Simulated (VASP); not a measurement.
PbS: single point with r2SCAN

The system is PbS.

```xyz
2
Lattice="2.1005 1.2127 3.4302 -2.1005 1.2127 3.4302 0.0000 -2.4255 3.4302" Properties=species:S:1:pos:R:3 pbc="T T T"
Pb    0.0000    0.0000   10.0657
S     0.0000    0.0000    4.9133
```

```yaml
Program: VASP 6.6.1
Task: single point
Functional: r2SCAN
Potentials_or_basis: VASP PAW PBE potentials, release 64 (Pb_d, S)
Cutoff: 520 eV
k_mesh: 6 × 6 × 6
Occupations: gaussian, width 0.01 eV
Spin: no spin polarisation
```

The pressure is 1.0 GPa. The band gap on the k mesh is 0.64 eV, direct.

Levels at points of the mesh, in eV from the valence-band top:
| k point | band 8 | band 9 | band 10 | band 11 | band 12 | band 13 |
| --- | --- | --- | --- | --- | --- | --- |
| (0.00, 0.00, 0.00) | -2.31 | -2.31 | -2.31 | 5.54 | 5.54 | 5.54 |
| (0.50, 0.00, 0.00) | -1.91 | -1.91 | 0.00 | 0.64 | 2.19 | 2.19 |
| (0.50, 0.50, 0.50) | -1.91 | -1.91 | 0.00 | 0.64 | 2.19 | 2.19 |
| (0.50, 0.50, 0.00) | -5.34 | -3.58 | -3.58 | 4.17 | 5.99 | 6.07 |

Run time: 67 s on 1 thread of AMD EPYC 9R45 96-Core Processor (Zen 5), with other jobs on the host, peak memory 0.17 GiB.

Caveat: the PAW data sets were made with another functional, which shifts forces and pressure a little; spin-orbit coupling is left out, which moves the levels of the heavy elements. A k mesh can miss the band edges.
